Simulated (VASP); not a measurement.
# Rb in VASP: single point with PBEsol

Aim: the single point of Rb with PBEsol.

Everything below comes from runs of VASP 6.6.1. Logs are shortened: lines on timing, memory, paths and dates and some standing lists are left out, and cuts for length are marked.

### Step 1. The cell of the first run

The cell holds a slab with vacuum, 6 atoms: a = 4.837 Å, b = 4.837 Å, c = 28.476 Å, α = 90.00°, β = 90.00°, γ = 109.47°.

### Step 2. Single point, PBEsol

INCAR reads:

```
  ALGO = Normal
  DIPOL = 0.5 0.5 0.500
  EDIFF = 1E-6
  ENCUT = 520
  GGA = PS
  IDIPOL = 3
  ISIF = 2
  ISMEAR = -1
  LASPH = True
  LCHARG = False
  LDIPOL = True
  LREAL = False
  LWAVE = False
  NBANDS = 36
  NELM = 60
  PREC = Accurate
  SIGMA = 0.05
```

KPOINTS reads:

```
k-points
0
Gamma
  7 7 1
```

POSCAR reads:

```
Rb
1.0
    4.8367465437      0.0000000000      0.0000000000
   -1.6122488479      4.5601283732      0.0000000000
    0.0000000000      0.0000000000     28.4757000000
Rb
6
Direct
    0.2500000000      0.2500000000      0.1580301518
    0.7500000000      0.7500000000      0.2939580775
    0.2500000000      0.2500000000      0.4317366048
    0.7500000000      0.7500000000      0.5682618705
    0.2500000000      0.2500000000      0.7060413754
    0.7500000000      0.7500000000      0.8419698482
```

Potentials or basis: VASP PAW PBE potentials, release 64 (Rb_sv).

Run with:

```
> cat potpaw_PBE.64/Rb_sv/POTCAR > POTCAR
> mpirun -np 1 vasp_std > vasp.out
```

OUTCAR:

```text
EDIFF = 1E-6
   ENCUT = 520
   GGA = PS
   ISIF = 2
   ISMEAR = -1
   LASPH = True
   LREAL = False
   NELM = 60
   PREC = Accurate

 ion  position               nearest neighbor table
   1  0.250  0.250  0.158-   2 4.77   2 4.77   2 5.53   2 5.53
   2  0.750  0.750  0.294-   1 4.77   1 4.77   3 4.82   3 4.82   1 5.53   1 5.53   3 5.57   3 5.57

   3  0.250  0.250  0.432-   4 4.79   4 4.79   2 4.82   2 4.82   4 5.54   4 5.54   2 5.57   2 5.57

   4  0.750  0.750  0.568-   3 4.79   3 4.79   5 4.82   5 4.82   3 5.54   3 5.54   5 5.57   5 5.57

   5  0.250  0.250  0.706-   6 4.77   6 4.77   4 4.82   4 4.82   6 5.53   6 5.53   4 5.57   4 5.57

   6  0.750  0.750  0.842-   5 4.77   5 4.77   5 5.53   5 5.53

  LATTYP: Found a base centered orthorhombic cell.
 ALAT       =     5.5849938380
 B/A-ratio  =     1.4142135624
 C/A-ratio  =     5.0986090273

  Lattice vectors:

 A1 = (   4.8367465437,   0.0000000000,   0.0000000000)
 A2 = (  -1.6122488479,   4.5601283732,   0.0000000000)
 A3 = (   0.0000000000,   0.0000000000,  28.4757000000)

Analysis of symmetry for initial positions (statically):
=====================================================================
 Subroutine PRICEL returns:
 Original cell was already a primitive cell.

 Routine SETGRP: Setting up the symmetry group for a
 base centered orthorhombic supercell.

 Subroutine GETGRP returns: Found  8 space group operations
 (whereof  4 operations were pure point group operations)
 out of a pool of  8 trial point group operations.

The static configuration has the point symmetry C_2h.
 The point group associated with its full space group is D_2h.

Analysis of symmetry for dynamics (positions and initial velocities):
=====================================================================
 Subroutine PRICEL returns:
 Original cell was already a primitive cell.

 Routine SETGRP: Setting up the symmetry group for a
 base centered orthorhombic supercell.

 Subroutine GETGRP returns: Found  8 space group operations
 (whereof  4 operations were pure point group operations)
 out of a pool of  8 trial point group operations.

The dynamic configuration has the point symmetry C_2h.
 The point group associated with its full space group is D_2h.

 Subroutine INISYM returns: Found  8 space group operations
 (whereof  4 operations are pure point group operations),
 and found     1 'primitive' translations

----------------------------------------------------------------------------------------

                                     Primitive cell

  volume of cell :     628.0653

  direct lattice vectors                    reciprocal lattice vectors
     4.836746544  0.000000000  0.000000000     0.206750548  0.073097357  0.000000000
    -1.612248848  4.560128373  0.000000000     0.000000000  0.219292072  0.000000000
     0.000000000  0.000000000 28.475700000     0.000000000  0.000000000  0.035117662

  length of vectors
     4.836746544  4.836746544 28.475700000     0.219292072  0.219292072  0.035117662

  position of ions in fractional coordinates (direct lattice)
     0.250000000  0.250000000  0.158030152
     0.750000000  0.750000000  0.293958078
     0.250000000  0.250000000  0.431736605
     0.750000000  0.750000000  0.568261871
     0.250000000  0.250000000  0.706041375
     0.750000000  0.750000000  0.841969848

  ion indices of the primitive-cell ions
   primitive index   ion index
                 1           1
                 2           2
                 3           3
                 4           4
                 5           5
                 6           6

----------------------------------------------------------------------------------------

 KPOINTS: k-points

Automatic generation of k-mesh.
 Grid dimensions read from file:
 generate k-points for:    7    7    1

 Generating k-lattice:

  Cartesian coordinates                     Fractional coordinates (reciprocal lattice)
     0.029535793  0.010442480  0.000000000     0.142857143 -0.000000000  0.000000000
     0.000000000  0.031327439  0.000000000     0.000000000  0.142857143  0.000000000
     0.000000000  0.000000000  0.035117662     0.000000000  0.000000000  1.000000000

  Length of vectors
     0.031327439  0.031327439  0.035117662

  Shift w.r.t. Gamma in fractional coordinates (k-lattice)
     0.000000000  0.000000000  0.000000000

 Subroutine IBZKPT returns following result:
 ===========================================

 Found     16 irreducible k-points:

 Following reciprocal coordinates:
            Coordinates               Weight
  0.000000  0.000000  0.000000      1.000000
  0.142857  0.000000  0.000000      4.000000
  0.285714 -0.000000  0.000000      4.000000
  0.428571  0.000000  0.000000      4.000000
  0.142857  0.142857  0.000000      2.000000
  0.285714  0.142857  0.000000      4.000000
[... 8 lines left out ...]
  0.428571  0.428571  0.000000      2.000000
 -0.428571  0.428571  0.000000      2.000000
   k-points           NKPTS =     16   k-points in BZ     NKDIM =     16   number of bands    NBANDS=     36
   number of dos      NEDOS =    301   number of ions     NIONS =      6
   total plane-waves  NPLWV = 279936
   dimension x,y,z NGX =    36 NGY =   36 NGZ =  216
   dimension x,y,z NGXF=    72 NGYF=   72 NGZF=  432
   ions per type =               6
   NGX,Y,Z   is equivalent  to a cutoff of  12.37, 12.37, 12.61 a.u.
   NGXF,Y,Z  is equivalent  to a cutoff of  24.75, 24.75, 25.22 a.u.
 SYSTEM =  unknown system
   PREC   = accura    normal or accurate (medium, high low for compatibility)
   ISTART =      0    job   : 0-new  1-cont  2-samecut
   ICHARG =      2    charge: 1-file 2-atom 10-const
   ISPIN  =      1    spin polarized calculation?
   LNONCOLLINEAR =      F non collinear calculations
   LSORBIT =      F    spin-orbit coupling
   LASPH  =      T    aspherical Exc in radial PAW
   ENCUT  =  520.0 eV  38.22 Ry    6.18 a.u.   8.99  8.99 52.95*2*pi/ulx,y,z
   NELM   =     60;   NELMIN=  2; NELMDL= -5     # of ELM steps
   EDIFF  = 0.1E-05   stopping-criterion for ELM
   LREAL  =      F    real-space projection
   EDIFFG = 0.1E-04   stopping-criterion for IOM
   NSW    =      0    number of steps for IOM
   IBRION =     -1    ionic relax: 0-MD 1-quasi-New 2-CG
   NFREE  =      0    steps in history (QN), initial steepest desc. (CG)
   ISIF   =      2    stress and relaxation
   ISYM   =      2    0-nonsym 1-usesym 2-fastsym
   POTIM  = 0.5000    time-step for ionic-motion
   TEBEG  =    0.0;   TEEND  =   0.0 temperature during run
   PSTRESS=    0.0 pullay stress
   NELECT =      54.0000    total number of electrons
   NUPDOWN=      -1.0000    fix difference up-down
   EMIN   =  10.00;   EMAX   =-10.00  energy-range for DOS
   EFERMI =   0.00;   METHOD = LEGACY
   ISMEAR =    -1;   SIGMA  =   0.05  broadening in eV -4-tet -1-fermi 0-gaus
   EFERMI_NEDOS =   21; number of points for ismear=-14 and -15
   IALGO  =     38    algorithm
   IMIX   =      4    mixing-type and parameters
     AMIX     =   0.40;   BMIX     =  1.00
     AMIX_MAG =   1.60;   BMIX_MAG =  1.00
  volume/ion in A,a.u.               =     104.68       706.40
  Fermi-wavevector in a.u.,A,eV,Ry     =   0.722555  1.365432  7.103415  0.522086
  Thomas-Fermi vector in A             =   1.812548
   LORBIT       =      0    0 simple, 1 ext, 2 COOP (PROOUT), +10 PAW based schemes
   GGA     = PS    functional components
   LHFCALC =     F    Hartree Fock is set to
   AEXX    =    0.0000 exact exchange contribution
   IVDW    =     0    specifies the selected vdW correction
   LEPSILON=     F    determine dielectric tensor
   LRPA    =     F    only Hartree local field effects (RPA)
 non-spin polarized calculation
  energy-cutoff  :      520.00
  volume of cell :      628.07
 maximum number of plane-waves:     16966
   NGX = 17   NGY = 17   NGZ =105

 number of electron      54.0000000 magnetization

 dipolmoment           0.000000      0.000000      0.000532 electrons x Angstroem

 Free energy of the ion-electron system (eV)
  ---------------------------------------------------
  ext. energy  EPLUGINS =         0.00000000
  ---------------------------------------------------
  free energy    TOTEN  =        -5.92900901 eV

  energy without entropy =       -5.88190872  energy(sigma->0) =       -5.90545886

 E-fermi :  -0.3049     XC(G=0):  -4.9988

 val. band max:       -0.3247294579   @ k =  -0.2857   0.1429   0.0000
 cond. band min:      -0.2779051650   @ k =   0.2857  -0.0000   0.0000
 fundamental gap:      0.0468242929
 Fermi energy:        -0.3049378231

 k-point     1 :       0.0000    0.0000    0.0000
  band No.  band energies     occupation
      1     -29.3152      2.00000
      2     -29.3108      2.00000
      3     -29.1274      2.00000
      4     -29.1241      2.00000
      5     -29.1196      2.00000
      6     -29.1160      2.00000
[... 28 lines left out ...]
     35       2.2236      0.00000
     36       2.3003      0.00000

 k-point     2 :       0.1429    0.0000    0.0000
  band No.  band energies     occupation
      1     -29.3147      2.00000
      2     -29.3103      2.00000
      3     -29.1268      2.00000
      4     -29.1236      2.00000
      5     -29.1192      2.00000
      6     -29.1155      2.00000
[... 28 lines left out ...]
     35       2.0371      0.00000
     36       2.0944      0.00000

 k-point     3 :       0.2857   -0.0000    0.0000
  band No.  band energies     occupation
      1     -29.3136      2.00000
      2     -29.3092      2.00000
      3     -29.1252      2.00000
      4     -29.1228      2.00000
      5     -29.1182      2.00000
      6     -29.1145      2.00000
[... 28 lines left out ...]
     35       1.4846      0.00000
     36       1.5845      0.00000

 k-point     4 :       0.4286    0.0000    0.0000
  band No.  band energies     occupation
      1     -29.3127      2.00000
      2     -29.3084      2.00000
      3     -29.1239      2.00000
      4     -29.1221      2.00000
      5     -29.1175      2.00000
      6     -29.1137      2.00000
[... 28 lines left out ...]
     35       1.0822      0.00000
     36       1.2283      0.00000

 k-point     5 :       0.1429    0.1429    0.0000
  band No.  band energies     occupation
      1     -29.3141      2.00000
      2     -29.3098      2.00000
      3     -29.1258      2.00000
      4     -29.1233      2.00000
      5     -29.1188      2.00000
      6     -29.1151      2.00000
[... 343 lines left out ...]
 k-point    14 :      -0.2857    0.2857    0.0000
  band No.  band energies     occupation
      1     -29.3123      2.00000
      2     -29.3080      2.00000
      3     -29.1243      2.00000
      4     -29.1213      2.00000
      5     -29.1169      2.00000
      6     -29.1132      2.00000
[... 28 lines left out ...]
     35       1.9167      0.00000
     36       1.9565      0.00000

 k-point    15 :       0.4286    0.4286    0.0000
  band No.  band energies     occupation
      1     -29.3107      2.00000
      2     -29.3064      2.00000
      3     -29.1224      2.00000
      4     -29.1198      2.00000
      5     -29.1153      2.00000
      6     -29.1116      2.00000
[... 28 lines left out ...]
     35       0.9527      0.00000
     36       1.4690      0.00000

 k-point    16 :      -0.4286    0.4286    0.0000
  band No.  band energies     occupation
      1     -29.3108      2.00000
      2     -29.3064      2.00000
      3     -29.1226      2.00000
      4     -29.1198      2.00000
      5     -29.1153      2.00000
      6     -29.1116      2.00000
[... 28 lines left out ...]
     35       1.0794      0.00000
     36       1.3545      0.00000

------------------------ aborting loop because EDIFF is reached ----------------------------------------

 vacuum level on the upper side and lower side of the slab       (xc-potential included)        -1.832        -1.836

  FORCE on cell =-STRESS in cart. coord.  units (eV):
  Direction    XX          YY          ZZ          XY          YZ          ZX
  --------------------------------------------------------------------------------------
  -------------------------------------------------------------------------------------
  Total       -0.1041014     -0.1360473     -0.0979790     -0.0451783      0.0000000     -0.0000000
  in kB       -0.2655598     -0.3470528     -0.2499418     -0.1152486      0.0000000     -0.0000000
  external PRESSURE =      -0.2875182 kB  Pullay stress =       0.0000000 kB

 VOLUME and BASIS-vectors are now :
 -----------------------------------------------------------------------------
  energy-cutoff  :      520.00
  volume of cell :      628.07
      direct lattice vectors                 reciprocal lattice vectors
     4.836746544  0.000000000  0.000000000     0.206750548  0.073097357  0.000000000
    -1.612248848  4.560128373  0.000000000     0.000000000  0.219292072  0.000000000
     0.000000000  0.000000000 28.475700000     0.000000000  0.000000000  0.035117662

 POSITION                                       TOTAL-FORCE (eV/Angst)
 -----------------------------------------------------------------------------------
      0.80612      1.14003      4.50002         0.000000     -0.000000     -0.010304
      2.41837      3.42010      8.37066        -0.000000      0.000000      0.001091
      0.80612      1.14003     12.29400         0.000000      0.000000     -0.000648
      2.41837      3.42010     16.18165         0.000000      0.000000      0.000648
      0.80612      1.14003     20.10502        -0.000000      0.000000     -0.001091
      2.41837      3.42010     23.97568        -0.000000     -0.000000      0.010304
 -----------------------------------------------------------------------------------
    total drift:                               -0.000000     -0.000000      0.050824

  FREE ENERGIE OF THE ION-ELECTRON SYSTEM (eV)
  ---------------------------------------------------
  free  energy   TOTEN  =        -5.9290090123 eV

  energy  without entropy=       -5.8819087159  energy(sigma->0) =       -5.90545886

 vacuum level on the upper side and lower side of the slab         0.221         0.216
```

It took 7.5 min on 1 thread of Intel Xeon Platinum 8259CL at 2.50GHz (Skylake/Cascade Lake), shared host; peak memory 0.69 GiB.

What came out:

- Free energy: -5.9290 eV
- Largest force: 0.010 eV/Å
- Band gap on the k mesh: zero (bands 27 and 28 overlap by 1.90 eV)

Forces on the atoms (eV/Å):
```
Rb   0.000  0.000 -0.010
Rb   0.000  0.000  0.001
Rb   0.000  0.000 -0.001
Rb   0.000  0.000  0.001
Rb   0.000  0.000 -0.001
Rb   0.000  0.000  0.010
```

Caveat: the PAW data sets were made with another functional, which shifts forces and pressure a little.

The gap in the log of VASP goes by the Fermi energy; the results here count the filled bands.